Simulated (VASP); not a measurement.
# Al (I4mm) in VASP: single point with PBE+D3(BJ)

Aim: the single point of Al with PBE+D3(BJ).

Everything below comes from runs of VASP 6.6.1. Logs are shortened: lines on timing, memory, paths and dates and some standing lists are left out, and cuts for length are marked.

**1. The cell of the first run**

Symmetry: I4mm, No. 107, tetragonal system. Conventional cell: a = 5.632 Å, b = 5.632 Å, c = 7.965 Å, α = 90.00°, β = 90.00°, γ = 90.00°. Within 3.6 Å of Al (site symmetry 4mm) lie 12 Al at 2.70 to 2.94 Å. Within 3.6 Å of Al (site symmetry m) lie 12 Al at 2.70 to 2.94 Å. Within 3.7 Å of Al (site symmetry 2mm) lie 12 Al at 2.82 Å. Al (site symmetry 4mm) has 18 Al at 2.82 to 4.15 Å within 4.2 Å.

**2. Single point, PBE+D3(BJ) (atom 1 (Al) moved +0.167 Å along Cartesian [0 1 0])**

The input, INCAR:

```
SYSTEM = Al
  PREC = Accurate
  ENCUT = 520
  EDIFF = 1E-6
  ISMEAR = 0
  SIGMA = 0.15
  LREAL = .False.
  LASPH = .True.
  NELM = 100
  ALGO = Fast
  ISIF = 2
  LWAVE = .False.
  LCHARG = .False.
  GGA = PE
  IVDW = 12
  NBANDS = 22
```

The input, KPOINTS:

```
regular mesh
0
Gamma
  14 14 14
  0 0 0
```

The input, POSCAR:

```
Al
1.0
   -3.9827256583      3.9827256583      0.0000000000
   -3.9827256583      0.0000000000      3.9827256583
    0.0000000000      3.9827256583      3.9827256583
Al
8
Direct
    0.0209278788     -0.0209278788      0.0209278788
    0.5000000000      0.0000000000      0.0000000000
    0.0000000000      0.5000000000      0.0000000000
    0.0000000000      0.0000000000      0.5000000000
    0.5000000000      0.5000000000      0.0000000000
    0.5000000000      0.0000000000      0.5000000000
    0.0000000000      0.5000000000      0.5000000000
    0.5000000000      0.5000000000      0.5000000000
```

Potentials or basis: VASP PAW PBE potentials, release 64 (Al).

The run is started by

```
$ cat potpaw_PBE.64/Al/POTCAR > POTCAR
$ mpirun -np 1 vasp_std > vasp.out
```

OUTCAR:

```text
SYSTEM = Al
   PREC = Accurate
   ENCUT = 520
   EDIFF = 1E-6
   ISMEAR = 0
   LREAL = .False.
   LASPH = .True.
   NELM = 100
   ISIF = 2
   GGA = PE
   IVDW = 12
 IVDW          = 12

 ion  position               nearest neighbor table
   1  0.021  0.979  0.021-   2 2.70   4 2.70   5 2.70   7 2.70   3 2.82   3 2.82   6 2.82   6 2.82
                             7 2.94   5 2.94   2 2.94   4 2.94
   2  0.500  0.000  0.000-   1 2.70   5 2.82   6 2.82   4 2.82   6 2.82   8 2.82   3 2.82   5 2.82
                             8 2.82   3 2.82   4 2.82   1 2.94
   3  0.000  0.500  0.000-   5 2.82   7 2.82   4 2.82   7 2.82   8 2.82   2 2.82   4 2.82   2 2.82
                             5 2.82   8 2.82   1 2.82   1 2.82
   4  0.000  0.000  0.500-   1 2.70   6 2.82   7 2.82   2 2.82   3 2.82   3 2.82   7 2.82   8 2.82
                             2 2.82   6 2.82   8 2.82   1 2.94
   5  0.500  0.500  0.000-   1 2.70   2 2.82   3 2.82   8 2.82   6 2.82   7 2.82   8 2.82   2 2.82
                             6 2.82   3 2.82   7 2.82   1 2.94
   6  0.500  0.000  0.500-   2 2.82   4 2.82   8 2.82   2 2.82   5 2.82   5 2.82   7 2.82   8 2.82
                             4 2.82   7 2.82   1 2.82   1 2.82
   7  0.000  0.500  0.500-   1 2.70   3 2.82   4 2.82   8 2.82   3 2.82   5 2.82   4 2.82   6 2.82
                             5 2.82   6 2.82   8 2.82   1 2.94
   8  0.500  0.500  0.500-   5 2.82   6 2.82   7 2.82   2 2.82   3 2.82   5 2.82   2 2.82   4 2.82
                             6 2.82   3 2.82   4 2.82   7 2.82

  LATTYP: Found a face centered cubic cell.
 ALAT       =     7.9654513166

  Lattice vectors:

 A1 = (  -3.9827256583,   3.9827256583,   0.0000000000)
 A2 = (  -3.9827256583,   0.0000000000,   3.9827256583)
 A3 = (   0.0000000000,   3.9827256583,   3.9827256583)

Analysis of symmetry for initial positions (statically):
=====================================================================
 Subroutine PRICEL returns:
 Original cell was already a primitive cell.

 Routine SETGRP: Setting up the symmetry group for a
 face centered cubic supercell.

 Subroutine GETGRP returns: Found  8 space group operations
 (whereof  8 operations were pure point group operations)
 out of a pool of 48 trial point group operations.

The static configuration has the point symmetry C_4v.

Analysis of symmetry for dynamics (positions and initial velocities):
=====================================================================
 Subroutine PRICEL returns:
 Original cell was already a primitive cell.

 Routine SETGRP: Setting up the symmetry group for a
 face centered cubic supercell.

 Subroutine GETGRP returns: Found  8 space group operations
[... 126 lines left out ...]
   NELECT =      24.0000    total number of electrons
   NUPDOWN=      -1.0000    fix difference up-down
   EMIN   =  10.00;   EMAX   =-10.00  energy-range for DOS
   EFERMI =   0.00;   METHOD = LEGACY
   ISMEAR =     0;   SIGMA  =   0.15  broadening in eV -4-tet -1-fermi 0-gaus
   EFERMI_NEDOS =   21; number of points for ismear=-14 and -15
   IALGO  =     68    algorithm
   IMIX   =      4    mixing-type and parameters
     AMIX     =   0.40;   BMIX     =  1.00
     AMIX_MAG =   1.60;   BMIX_MAG =  1.00
  volume/ion in A,a.u.               =      15.79       106.58
  Fermi-wavevector in a.u.,A,eV,Ry     =   0.941069  1.778363 12.049470  0.885611
  Thomas-Fermi vector in A             =   2.068543
   LORBIT       =      0    0 simple, 1 ext, 2 COOP (PROOUT), +10 PAW based schemes
   GGA     = PE    functional components
   LHFCALC =     F    Hartree Fock is set to
   AEXX    =    0.0000 exact exchange contribution
   IVDW    =    12    specifies the selected vdW correction
   LEPSILON=     F    determine dielectric tensor
   LRPA    =     F    only Hartree local field effects (RPA)
 non-spin polarized calculation
 RMM-DIIS sequential band-by-band and
 Gauss-broadening in eV      SIGMA  =   0.15
  energy-cutoff  :      520.00
  volume of cell :      126.35
 maximum number of plane-waves:      3479
 NGX is ok and might be reduce to    42
   NGX = 21   NGY = 21   NGZ = 21

 number of electron      24.0000000 magnetization

 Free energy of the ion-electron system (eV)
  ---------------------------------------------------
  ext. energy  EPLUGINS =         0.00000000
  ---------------------------------------------------
  free energy    TOTEN  =       -29.84629962 eV

  energy without entropy =      -29.80838931  energy(sigma->0) =      -29.82734446

 E-fermi :   8.4655     XC(G=0): -10.3542

 val. band max:        8.4619885010   @ k =   0.5000   0.2143   0.0000
 cond. band min:       8.4660993051   @ k =   0.4286   0.0000   0.0000
 fundamental gap:      0.0041108041
 Fermi energy:         8.4654958536

 k-point     1 :       0.0000    0.0000    0.0000
  band No.  band energies     occupation
      1      -2.9836      2.00000
      2       3.5952      2.00000
      3       3.6640      2.00000
      4       3.6640      2.00000
      5       3.6834      2.00000
      6       4.0314      2.00000
[... 589 lines left out ...]
     21      12.9470      0.00000
     22      13.7768      0.00000

 [... further k-points ...]

------------------------ aborting loop because EDIFF is reached ----------------------------------------

 Edisp (eV)   -2.81591

 E8    (eV) :    -1.2601

  FORCE on cell =-STRESS in cart. coord.  units (eV):
  Direction    XX          YY          ZZ          XY          YZ          ZX
  --------------------------------------------------------------------------------------
  -------------------------------------------------------------------------------------
  Total       0.18700     0.24589     0.18700     0.00000     0.00000     0.00000
  in kB       2.37122     3.11798     2.37122     0.00000     0.00000     0.00000
  external pressure =        2.62 kB  Pullay stress =        0.00 kB

 VOLUME and BASIS-vectors are now :
 -----------------------------------------------------------------------------
  energy-cutoff  :      520.00
  volume of cell :      126.35
      direct lattice vectors                 reciprocal lattice vectors
    -3.982725658  3.982725658  0.000000000    -0.125542165  0.125542165 -0.125542165
    -3.982725658  0.000000000  3.982725658    -0.125542165 -0.125542165  0.125542165
     0.000000000  3.982725658  3.982725658     0.125542165  0.125542165  0.125542165

 POSITION                                       TOTAL-FORCE (eV/Angst)
 -----------------------------------------------------------------------------------
     -3.98273      0.16670      3.98273         0.000000     -0.899410      0.000000
     -1.99136      1.99136      0.00000        -0.276863      0.243946      0.000000
     -1.99136      0.00000      1.99136        -0.000000     -0.053513      0.000000
      0.00000      1.99136      1.99136         0.000000      0.243946      0.276863
     -3.98273      1.99136      1.99136         0.000000      0.243946     -0.276863
     -1.99136      3.98273      1.99136         0.000000     -0.053513     -0.000000
     -1.99136      1.99136      3.98273         0.276863      0.243946      0.000000
     -3.98273      3.98273      3.98273         0.000000      0.030653      0.000000
 -----------------------------------------------------------------------------------
    total drift:                               -0.000000     -0.000002      0.000000

  FREE ENERGIE OF THE ION-ELECTRON SYSTEM (eV)
  ---------------------------------------------------
  free  energy   TOTEN  =       -32.6622139826 eV

  energy  without entropy=      -32.6243036759  energy(sigma->0) =      -32.64325883
```

OSZICAR:

```text
N       E                     dE             d eps       ncg     rms          rms(c)
DAV:   1     0.232654209770E+02    0.23265E+02   -0.84248E+03 10744   0.861E+02
DAV:   2    -0.280160604802E+02   -0.51281E+02   -0.48901E+02 13238   0.118E+02
DAV:   3    -0.300321558453E+02   -0.20161E+01   -0.19835E+01 14014   0.191E+01
DAV:   4    -0.300503681805E+02   -0.18212E-01   -0.18200E-01 12634   0.213E+00
DAV:   5    -0.300505589930E+02   -0.19081E-03   -0.19081E-03 13426   0.245E-01    0.394E+00
RMM:   6    -0.299263273929E+02    0.12423E+00   -0.28854E-02 10774   0.649E-01    0.230E+00
RMM:   7    -0.298483974906E+02    0.77930E-01   -0.37075E-02 11643   0.852E-01    0.269E-01
RMM:   8    -0.298463371037E+02    0.20604E-02   -0.25664E-03 11736   0.272E-01    0.176E-01
RMM:   9    -0.298462993524E+02    0.37751E-04   -0.41197E-04 12473   0.114E-01    0.286E-02
RMM:  10    -0.298463006759E+02   -0.13236E-05   -0.88285E-05 12548   0.591E-02    0.204E-02
RMM:  11    -0.298463022676E+02   -0.15916E-05   -0.22715E-05 12764   0.269E-02    0.736E-03
RMM:  12    -0.298462998274E+02    0.24402E-05   -0.56645E-06 11626   0.151E-02    0.114E-02
RMM:  13    -0.298462996152E+02    0.21222E-06   -0.14626E-06  7651   0.697E-03
   1 F= -.32662214E+02 E0= -.32643259E+02  d E =-.379103E-01
```

stdout:

```text
POSCAR found type information on POSCAR Al
 POSCAR found :  1 types and       8 ions
 scaLAPACK will be used
 LDA part: xc-table for (Slater+PW92), standard interpolation
 POSCAR, INCAR and KPOINTS ok, starting setup
 FFT: planning ... GRIDC
 FFT: planning ... GRID_SOFT
 FFT: planning ... GRID
 WAVECAR not read
 entering main loop
```

Run time: 4.5 min. Hardware: 1 thread of Intel Xeon 6975P-C (Granite Rapids), shared host; peak memory 0.59 GiB.

Results:

* Free energy: -32.6622 eV
* Pressure: 0.3 GPa
* Largest force: 0.899 eV/Å
* Band gap on the k mesh: zero (bands 12 and 13 overlap by 2.83 eV)
* Dispersion energy per atom: -0.352 eV

Forces on the atoms (eV/Å):
```
Al   0.000 -0.899  0.000
Al  -0.277  0.244  0.000
Al   0.000 -0.054  0.000
Al   0.000  0.244  0.277
Al   0.000  0.244 -0.277
Al   0.000 -0.054  0.000
Al   0.277  0.244  0.000
Al   0.000  0.031  0.000
```

Caveat: the cell differs from its parent crystal (atom 1 (Al) moved +0.167 Å along Cartesian [0 1 0]).
